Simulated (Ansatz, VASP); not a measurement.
**SiC in VASP and in Ansatz**

INCAR

```
SYSTEM = SiC
ALGO = Normal
EDIFF = 1E-6
ENCUT = 520
GGA = PE
ISIF = 2
ISMEAR = -1
LASPH = .TRUE.
LCHARG = .FALSE.
LREAL = .FALSE.
LWAVE = .FALSE.
NBANDS = 11
NELM = 80
PREC = Accurate
SIGMA = 0.02
```

The input KPOINTS:

```
k-points
0
G
  10 10 10
  0 0 0
```

The input POSCAR:

```
SiC
1.0
   -0.0340047089      2.1876086892      2.1876086892
    2.1876086892     -0.0340047089      2.1876086892
    2.1876086892      2.1876086892     -0.0340047089
Si C
1 1
Direct
   -0.0006111106     -0.0006111106     -0.0006111106
    0.2506111106      0.2506111106      0.2506111106
```

Input for Ansatz:

```yaml
crystal:
  lattice:
    - [-0.0340047089, 2.1876086892, 2.1876086892]
    - [2.1876086892, -0.0340047089, 2.1876086892]
    - [2.1876086892, 2.1876086892, -0.0340047089]
  atoms:
    - { symbol: Si, position: [-0.0006111106, -0.0006111106, -0.0006111106] }
    - { symbol: C, position: [0.2506111106, 0.2506111106, 0.2506111106] }
kpoints:
  mp_grid: { grid: [10, 10, 10] }
  band_path:
    path:
      - [0.0, 0.0, 0.0]
      - [-0.5, -0.5, 0.0]
      - [-0.375, -0.375, 0.25]
      - [-0.375, 0.0, 0.375]
      - [0.0, 0.0, 0.5]
      - [-0.5, -0.25, 0.25]
      - [0.0, 0.5, 0.5]
    npoints: 1
hamiltonian:
  xc: pbe
scf:
  occupations: { method: fermi_dirac, width: 0.02 }
  n_extra_bands: 4
output:
  forces: true
  stress: true
  eigenvalues: true
  write_density: true
  write_potential: true
  elf: true
  volumetric_format: npy
```

Change from the starting cell: epitaxial_111 strain +2.0%.

Alike in both runs: task single point; functional PBE; k mesh 10 × 10 × 10; occupations fermi-dirac, width 0.02 eV; no spin polarisation.

```csv
,VASP,Ansatz
version,VASP 6.6.1,Ansatz 0.2.0
potentials or method,"VASP PAW PBE potentials, release 64 (Si, C)","plane waves, PAW"
plane-wave cutoff (eV),520,420
valence electrons in the cell,8,8
```

|  | VASP | Ansatz | Ansatz less VASP |
| --- | --- | --- | --- |
| gap on the k mesh at the Fermi level (eV) | 1.25 | 1.25 | +0.003 |
| pressure (GPa) | -4.0 | -4.0 | +0.04 |
| traceless stress, the component that is largest in VASP (GPa) | 3.61 | 3.60 | -0.016 |
| rms of the force components (eV/Å) | 0.015 | 0.015 | +0.0001 |

Atom by atom the forces differ by 0.000 eV/Å (rms over components).
